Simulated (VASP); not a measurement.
A run of VASP 6.6.1 is set up as follows.

The input INCAR:

```
SYSTEM = BeCd3S2
ALGO = Normal
EDIFF = 1E-6
EDIFFG = -0.04
ENCUT = 600
GGA = PE
IBRION = 2
ISIF = 3
ISMEAR = 0
LASPH = .True.
LCHARG = .False.
LREAL = .False.
LWAVE = .False.
NELM = 60
NSW = 90
PREC = Accurate
SIGMA = 0.1
```

File KPOINTS:

```
k-points
0
Gamma
  3 3 6
  0 0 0
```

The input POSCAR:

```
BeCd3S2
1.0
    6.4183976800      0.0000000000      0.0000000000
   -3.2091988400      5.5584954500      0.0000000000
    0.0000000000      0.0000000000      3.3675419500
Be Cd S
1 3 2
Direct
    0.0000000000      0.0000000000      0.5000000000
    0.0000000000      0.5000000000      0.0000000000
    0.5000000000      0.5000000000      0.0000000000
    0.5000000000      0.0000000000      0.0000000000
    0.6666666700      0.3333333300      0.5000000000
    0.3333333300      0.6666666700      0.5000000000
```

Potentials or basis: VASP PAW PBE potentials, release 64 (Be, Cd, S).

Command:

```console
$ cat potpaw_PBE.64/Be/POTCAR potpaw_PBE.64/Cd/POTCAR potpaw_PBE.64/S/POTCAR > POTCAR
$ mpirun -np 1 vasp_std > vasp.out
```

Estimate the relaxed cell.

a = 6.851 Å, b = 6.851 Å, c = 3.772 Å, α = 90.00°, β = 90.00°, γ = 120.00°.

Estimate the relaxed volume.

25.55 Å³/atom.

Estimate the space group after relaxing (to 0.05 Å).

P6/mmm (No. 191).

Final structure:
```cif
data_structure
_symmetry_space_group_name_H-M 'P 1'
_symmetry_Int_Tables_number 1
_cell_length_a 6.8513
_cell_length_b 6.8513
_cell_length_c 3.7718
_cell_angle_alpha 90.000
_cell_angle_beta 90.000
_cell_angle_gamma 120.000
_cell_volume 153.33
loop_
_atom_site_label
_atom_site_type_symbol
_atom_site_fract_x
_atom_site_fract_y
_atom_site_fract_z
_atom_site_occupancy
Be1 Be 0.00000 0.00000 0.50000 1
Cd1 Cd 0.00000 0.50000 0.00000 1
Cd2 Cd 0.50000 0.50000 0.00000 1
Cd3 Cd 0.50000 0.00000 0.00000 1
S1 S 0.66667 0.33333 0.50000 1
S2 S 0.33333 0.66667 0.50000 1
```

Caveat: the k points lie up to 0.35 Å⁻¹ apart in the final cell; the volume moved by over 15 % at a fixed basis, so the end points are rough.
